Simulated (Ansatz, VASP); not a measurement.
# FeO: VASP beside Ansatz

Contents of INCAR:

```
PREC = Accurate
ENCUT = 520
EDIFF = 1E-6
ISMEAR = 0
SIGMA = 0.023
LREAL = False
LASPH = True
NELM = 150
ALGO = Normal
ISIF = 2
LWAVE = False
LCHARG = True
ISPIN = 2
MAGMOM = 3 0
LORBIT = 11
LMAXMIX = 4
GGA = PE
LELF = True
LVHAR = True
NBANDS = 18
```

File KPOINTS:

```
Automatic mesh
0
Gamma
  11 11 11
```

Contents of POSCAR:

```
FeO
1.0
    0.0000000000      2.1554000000      2.1554000000
    2.1554000000      0.0000000000      2.1554000000
    2.1554000000      2.1554000000      0.0000000000
Fe O
1 1
Direct
    0.0000000000      0.0000000000      0.0000000000
    0.5000000000      0.5000000000      0.5000000000
```

input.yaml

```yaml
crystal:
  lattice:
    - [0.0, 2.1554, 2.1554]
    - [2.1554, 0.0, 2.1554]
    - [2.1554, 2.1554, 0.0]
  atoms:
    - { symbol: Fe, position: [0.0, 0.0, 0.0], spin: 3.0 }
    - { symbol: O, position: [0.5, 0.5, 0.5] }
hamiltonian:
  xc: pbe
  pseudopotentials: { kind: paw }
magnetization:
  spin_polarized: true
kpoints:
  mp_grid: { grid: [11, 11, 11] }
scf:
  occupations: { method: gaussian, width: 0.023 }
output:
  forces: true
  stress: true
  eigenvalues: true
```

Alike in both runs: task single point; functional PBE; k mesh 11 × 11 × 11; occupations gaussian, width 0.023 eV; collinear spin.

|  | VASP | Ansatz |
| --- | --- | --- |
| version | VASP 6.6.1 | Ansatz 0.2.0 |
| potentials or method | VASP PAW PBE potentials, release 64 (Fe, O) | Ansatz PAW |
| plane-wave cutoff (eV) | 520 | 420 |
| valence electrons in the cell | 14 | 22 |

```csv
,VASP,Ansatz,Ansatz less VASP
gap on the k mesh at the Fermi level (eV),none,none,-
pressure (GPa),-0.2,-0.3,-0.05
net moment per atom (μB),2.00,2.00,+0.001
size of the moment on the site where the two differ most (μB),3.62,3.45,-0.169
```

Site moments also hang on the region over which each program counts them. A gap of «none» marks a metal or a gap that the smearing closes. The functional is the same, so the differences come from potentials, cutoffs and numerics. VASP's potentials hold 14 valence electrons a cell and Ansatz's 22, so a difference there can come from the potentials and not from the codes.
